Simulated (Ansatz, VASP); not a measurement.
Two plane-wave programs on Pb

```
CELL_PARAMETERS angstrom
-1.99311 1.99311 1.99311
1.99311 -1.99311 1.99311
1.99311 1.99311 -1.99311
ATOMIC_POSITIONS crystal
Pb 0.00000 0.00000 0.00000
```

Alike in both runs: task single point; functional r2SCAN; k mesh 14 × 14 × 14; occupations gaussian, width 0.05 eV; no spin polarisation.

```csv
,VASP,Ansatz
version,VASP 6.6.1,Ansatz 0.2.0
potentials or method,"VASP PAW PBE potentials, release 64 (Pb_d), cutoff 520 eV","scalar-relativistic, plane waves, PAW"
valence electrons in the cell,14,14
```

```tsv
	VASP	Ansatz	Ansatz less VASP
gap on the k mesh at the Fermi level (eV)	none	none	-
pressure (GPa)	-1.0	-1.0	+0.01
```

VASP's potentials were made for PBE, not for r2SCAN. A gap of «none» marks a metal or a gap that the smearing closes.

Neither program's run includes spin-orbit coupling.
